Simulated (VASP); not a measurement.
# Ta3N (P-3m1) in VASP: a series of runs, part 2 of 2

VASP 6.6.1. Earlier steps stand in the parts before.

**4. Single point, PBEsol (strain +0.040 along x and y, -0.040 along z)**

File INCAR:

```
SYSTEM = Ta3N
  PREC = Accurate
  ENCUT = 520
  EDIFF = 1E-6
  ISMEAR = 0
  SIGMA = 0.15
  LREAL = .False.
  LASPH = .True.
  NELM = 80
  ALGO = Normal
  ISIF = 2
  LWAVE = .False.
  LCHARG = .False.
  GGA = PS
  NBANDS = 27
```

File KPOINTS:

```
Automatic mesh
0
Gamma
  18 18 8
  0 0 0
```

File POSCAR:

```
Ta3N
1.0
    3.1205247677      0.0000000000      0.0000000000
   -1.5602623839      2.7024537220      0.0000000000
    0.0000000000      0.0000000000      7.1519281125
Ta N
3 1
Direct
    0.0000000000      0.0000000000      0.5000000000
    0.3333333333      0.6666666667      0.1725859884
    0.6666666667      0.3333333333      0.8274140116
    0.0000000000      0.0000000000      0.0000000000
```

Potentials or basis: VASP PAW PBE potentials, release 64 (Ta_pv, N).

The run is started by

```
> cat potpaw_PBE.64/Ta_pv/POTCAR potpaw_PBE.64/N/POTCAR > POTCAR
> mpirun -np 1 vasp_std > vasp.out
```

OUTCAR:

```text
SYSTEM = Ta3N
   PREC = Accurate
   ENCUT = 520
   EDIFF = 1E-6
   ISMEAR = 0
   LREAL = .False.
   LASPH = .True.
   NELM = 80
   ISIF = 2
   GGA = PS

 ion  position               nearest neighbor table
   1  0.000  0.000  0.500-   2 2.95   3 2.95   3 2.95   2 2.95   3 2.95   2 2.95
   2  0.333  0.667  0.173-   4 2.18   4 2.18   4 2.18   1 2.95   1 2.95   1 2.95   3 3.06   3 3.06
                             3 3.06
   3  0.667  0.333  0.827-   4 2.18   4 2.18   4 2.18   1 2.95   1 2.95   1 2.95   2 3.06   2 3.06
                             2 3.06
   4  0.000  0.000  0.000-   2 2.18   3 2.18   3 2.18   2 2.18   3 2.18   2 2.18

  LATTYP: Found a hexagonal cell.
 ALAT       =     3.1205247677
 C/A-ratio  =     2.2918991660

  Lattice vectors:

 A1 = (   3.1205247677,   0.0000000000,   0.0000000000)
 A2 = (  -1.5602623839,   2.7024537220,   0.0000000000)
 A3 = (   0.0000000000,   0.0000000000,   7.1519281125)

Analysis of symmetry for initial positions (statically):
=====================================================================
 Subroutine PRICEL returns:
 Original cell was already a primitive cell.

 Routine SETGRP: Setting up the symmetry group for a
 hexagonal supercell.

[... 172 lines left out ...]
 val. band max:        6.4162325328   @ k =   0.2222   0.2222   0.5000
 cond. band min:       6.4224755935   @ k =   0.0000   0.0000   0.0000
 fundamental gap:      0.0062430607
 Fermi energy:         6.4164834952

 k-point     1 :       0.0000    0.0000    0.0000
  band No.  band energies     occupation
      1     -28.7180      2.00000
      2     -28.3901      2.00000
      3     -28.2039      2.00000
      4     -28.2039      2.00000
      5     -28.1545      2.00000
      6     -28.1545      2.00000
[... 709 lines left out ...]
     26      11.0426      0.00000
     27      11.3442      0.00000

 [... further k-points ...]

------------------------ aborting loop because EDIFF is reached ----------------------------------------

  FORCE on cell =-STRESS in cart. coord.  units (eV):
  Direction    XX          YY          ZZ          XY          YZ          ZX
  --------------------------------------------------------------------------------------
  -------------------------------------------------------------------------------------
  Total       -4.5179181     -4.5179181     -0.5782817      0.0000000      0.0000000      0.0000000
  in kB     -120.0162067   -120.0162067    -15.3617615      0.0000000      0.0000000      0.0000000
  external PRESSURE =     -85.1313916 kB  Pullay stress =       0.0000000 kB

 VOLUME and BASIS-vectors are now :
 -----------------------------------------------------------------------------
  energy-cutoff  :      520.00
  volume of cell :       60.31
      direct lattice vectors                 reciprocal lattice vectors
     3.120524768  0.000000000  0.000000000     0.320458921  0.185017044  0.000000000
    -1.560262384  2.702453722  0.000000000     0.000000000  0.370034089  0.000000000
     0.000000000  0.000000000  7.151928113     0.000000000  0.000000000  0.139822434

 POSITION                                       TOTAL-FORCE (eV/Angst)
 -----------------------------------------------------------------------------------
      0.00000      0.00000      3.57596         0.000000      0.000000     -0.000000
     -0.00000      1.80164      1.23432         0.000000     -0.000000     -0.639804
      1.56026      0.90082      5.91761        -0.000000      0.000000      0.639804
      0.00000      0.00000      0.00000         0.000000      0.000000     -0.000000
 -----------------------------------------------------------------------------------
    total drift:                                0.000000     -0.000000     -0.000000

  FREE ENERGIE OF THE ION-ELECTRON SYSTEM (eV)
  ---------------------------------------------------
  free  energy   TOTEN  =       -48.2743905398 eV

  energy  without entropy=      -48.2456593654  energy(sigma->0) =      -48.26002495
```

It took 3.4 min on 1 thread of AMD EPYC 9R45 (Zen 5), shared host; peak memory 0.42 GiB.

Results:

| Item | Value |
| --- | --- |
| Free energy | -48.2744 eV |
| Pressure | -8.5 GPa |
| Largest force | 0.640 eV/Å |
| Band gap on the k mesh | zero (bands 19 and 20 overlap by 0.82 eV) |

Forces on the atoms (eV/Å):
```
Ta   0.000  0.000  0.000
Ta   0.000  0.000 -0.640
Ta   0.000  0.000  0.640
N    0.000  0.000  0.000
```

Caveat: the cell differs from its parent crystal (strain +0.040 along x and y, -0.040 along z); the stress differs along the axes, from -12 to -2 GPa; the PAW data sets were made with another functional, which shifts forces and pressure a little; spin-orbit coupling is left out, which moves the levels of the heavy elements.

**5. Single point, PBEsol (strain +0.000 along x and y, +0.040 along z)**

File INCAR:

```
PREC     = Accurate       # precision mode
ENCUT    = 520            # plane-wave cutoff, eV
EDIFF    = 1E-7           # SCF threshold, eV
ISMEAR   = 0              # smearing method
SIGMA    = 0.15           # smearing width, eV
LREAL    = False          # projectors in reciprocal space
LASPH    = True           # aspherical terms in the spheres
NELM     = 80             # most SCF steps
ALGO     = Normal         # electronic algorithm
ISIF     = 2              # what is computed and relaxed
LWAVE    = False          # write WAVECAR
LCHARG   = True           # write CHGCAR
GGA      = PS             # functional
LELF     = True           # ELF
LVHAR    = True         
NBANDS   = 27             # bands
```

File KPOINTS:

```
Automatic mesh
0
Gamma
  18 18 8
```

File POSCAR:

```
Ta3N
1.0
    3.0005045844      0.0000000000      0.0000000000
   -1.5002522922      2.5985131942      0.0000000000
    0.0000000000      0.0000000000      7.7479221219
Ta N
3 1
Direct
    0.0000000000      0.0000000000      0.5000000000
    0.3333333333      0.6666666667      0.1725859884
    0.6666666667      0.3333333333      0.8274140116
    0.0000000000      0.0000000000      0.0000000000
```

The run is started by

```
> cat potpaw_PBE.64/Ta_pv/POTCAR potpaw_PBE.64/N/POTCAR > POTCAR
> mpirun -np 1 vasp_std > vasp.out
```

It took 4 min on 1 thread of AMD EPYC 9R45 (Zen 5), shared host; peak memory 0.43 GiB.

The run converged. Its results:

```
Free energy            : -48.3463 eV
Pressure               : -9.2 GPa
Largest force          : 0.044 eV/Å
Band gap on the k mesh : zero (bands 19 and 20 overlap by 0.66 eV)
```

Forces in eV/Å, atoms in the order of the input:
```
Ta   0.000  0.000  0.000
Ta   0.000  0.000  0.044
Ta   0.000  0.000 -0.044
N    0.000  0.000  0.000
```

Stress tensor (GPa, compression positive):
```
 -7.60   0.00   0.00
  0.00  -7.60   0.00
  0.00   0.00 -12.50
```

Levels at points of the mesh, in eV from the Fermi level:
```
           k point  band 16  band 17  band 18  band 19  band 20  band 21  band 22  band 23
(0.00, 0.00, 0.00)    -1.56    -0.62    -0.30    -0.30     0.49     0.49     0.83     1.86
(0.50, 0.00, 0.00)    -3.02    -1.05    -0.57     0.02     0.96     0.98     3.79     3.81
(0.00, 0.00, 0.50)    -1.39    -1.26    -0.16    -0.16     0.69     0.69     1.05     1.44
(0.50, 0.00, 0.50)    -2.83    -1.26    -1.18     0.20     0.71     1.57     2.48     4.56
```

Caveat: the cell differs from its parent crystal (strain +0.000 along x and y, +0.040 along z); the cell stands under tension; the PAW data sets were made with another functional, which shifts forces and pressure a little; spin-orbit coupling is left out, which moves the levels of the heavy elements.

**6. Summary**

```tsv
cell	gap on the mesh (eV)	pressure (GPa)	largest force (eV/Å)
a = 3.001, b = 3.001, c = 6.854 Å, angles 90.0, 90.0, 120.0°, 4 atoms	none	27.4	0.21
a = 3.121, b = 3.121, c = 6.854 Å, angles 90.0, 90.0, 120.0°, 4 atoms	none	2.5	0.60
a = 3.121, b = 3.121, c = 7.152 Å, angles 90.0, 90.0, 120.0°, 4 atoms	none	-8.5	0.64
a = 3.001, b = 3.001, c = 7.748 Å, angles 90.0, 90.0, 120.0°, 4 atoms	none	-9.2	0.04
```

Alike in all rows: task single point; level PBEsol; potentials or basis VASP PAW PBE potentials, release 64 (Ta_pv, N); no spin polarisation; k mesh 18 × 18 × 8; cutoff (eV) 520; smearing gaussian 0.15 eV.

Caveats: the PAW data sets were made with another functional, which shifts forces and pressure a little; spin-orbit coupling is left out, which moves the levels of the heavy elements; the stress differs along the axes, from 23 to 36 GPa (at least some runs); the stress differs along the axes, from -3 to 14 GPa (at least some runs); the stress differs along the axes, from -12 to -2 GPa (at least some runs); the cell stands under tension (at least some runs).

Total energies depend on the potentials used, so only differences within one code and one set of settings carry meaning.
